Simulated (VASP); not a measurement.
A run of VASP 6.6.1 is set up as follows.

File INCAR:

```
SYSTEM = AlNi
PREC = Accurate ; ENCUT = 600
EDIFF = 1E-6 ; ISMEAR = 0
SIGMA = 0.1 ; LREAL = .FALSE.
LASPH = .TRUE. ; NELM = 100
ALGO = Fast ; ISIF = 3
LWAVE = .FALSE. ; LCHARG = .FALSE.
GGA = PS ; IBRION = 2
NSW = 70 ; EDIFFG = -0.005
```

The input KPOINTS:

```
regular mesh
0
G
  16 16 14
  0 0 0
```

Contents of POSCAR:

```
AlNi
1.0
    2.0428069415     -2.0428126720      0.0000000000
    2.0428069415      2.0428126720      0.0000000000
    0.0000000000      0.0000000000      2.9011416492
Al Ni
1 1
Direct
    0.0000000000      0.0000000000      0.0000000000
    0.5000000000      0.5000000000      0.5000000000
```

Potentials or basis: VASP PAW PBE potentials, release 64 (Al, Ni).

The run is started by

```sh
$ cat potpaw_PBE.64/Al/POTCAR potpaw_PBE.64/Ni/POTCAR > POTCAR
$ mpirun -np 1 vasp_std > vasp.out
```

What does it give for the relaxed volume?

11.74 Å³/atom.

What does it give for the relaxed cell?

a = 2.859 Å, b = 2.859 Å, c = 2.871 Å, α = 90.00°, β = 90.00°, γ = 90.00°.

Predict the space group after relaxing (to 0.1 Å).

Pm-3m (No. 221).

Estimate the band gap on the k mesh.

zero (an odd number of electrons rules out a gap without spin polarisation).

The path:
| step | energy change (eV) | largest force (eV/Å) | pressure (GPa) | volume (Å³) |
| --- | --- | --- | --- | --- |
| 1 | 0.0000 | 0.0000 | -5.05 | 24.21 |
| 2 | -0.0048 | 0.0000 | 4.60 | 22.90 |
| 3 | -0.0123 | 0.0000 | 0.18 | 23.46 |
| 4 | -0.0123 | 0.0000 | -0.31 | 23.48 |
| 5 | -0.0123 | 0.0000 | 0.01 | 23.48 |

Caveat: the PAW data sets were made with another functional, which shifts forces and pressure a little. Spin polarisation is off, so any magnetic state and its effect on volume and gap are missing.
